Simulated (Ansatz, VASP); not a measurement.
**Hf in VASP and in Ansatz**

Contents of INCAR:

```
SYSTEM = Hf
ALGO = Fast ; EDIFF = 1E-6
ENCUT = 520 ; GGA = PS
ISIF = 2 ; ISMEAR = 0
LASPH = .True. ; LCHARG = .False.
LREAL = .False. ; LWAVE = .False.
NBANDS = 11 ; NELM = 60
PREC = Accurate ; SIGMA = 0.15
```

File KPOINTS:

```
k-points
0
Gamma
  18 18 18
  0 0 0
```

File POSCAR:

```
Hf
1.0
   -1.9133000000      1.8050000000      1.8050000000
    1.9133000000     -1.8050000000      1.8050000000
    1.9133000000      1.8050000000     -1.8050000000
Hf
1
Direct
    0.0000000000      0.0000000000      0.0000000000
```

Input for Ansatz:

```yaml
crystal:
  lattice:
    - [-1.9133, 1.805, 1.805]
    - [1.9133, -1.805, 1.805]
    - [1.9133, 1.805, -1.805]
  atoms:
    - { symbol: Hf, position: [0.0, 0.0, 0.0] }
basis:
  ecutwfc: 420
kpoints:
  mp_grid: { grid: [18, 18, 18] }
hamiltonian:
  xc: pbesol
scf:
  occupations: { method: gaussian, width: 0.15 }
output:
  forces: true
  stress: true
  eigenvalues: true
```

Change from the starting cell: strain +0.0600 x Voigt [1, 0, 0, 0, 0, 0], atoms carried along.

Alike in both runs: task single point; functional PBEsol; k mesh 18 × 18 × 18; occupations gaussian, width 0.15 eV; no spin polarisation.

|  | VASP | Ansatz |
| --- | --- | --- |
| version | VASP 6.6.1 | Ansatz 0.2.0 |
| potentials or method | VASP PAW PBE potentials, release 64 (Hf_pv), cutoff 520 eV | scalar-relativistic, plane waves, PAW |
| valence electrons in the cell | 10 | 26 |

|  | VASP | Ansatz | Ansatz less VASP |
| --- | --- | --- | --- |
| gap on the k mesh at the Fermi level (eV) | none | none | - |
| pressure (GPa) | -13.1 | -12.8 | +0.32 |
| traceless stress, the component that is largest in VASP (GPa) | 1.77 | 1.74 | -0.035 |

VASP's potentials were made for PBE, not for PBEsol. A gap of «none» marks a metal or a gap that the smearing closes. The functional is the same, so the differences come from potentials, cutoffs and numerics. VASP's potentials hold 10 valence electrons a cell and Ansatz's 26, so a difference there can come from the potentials and not from the codes.

Spin-orbit coupling is off throughout.
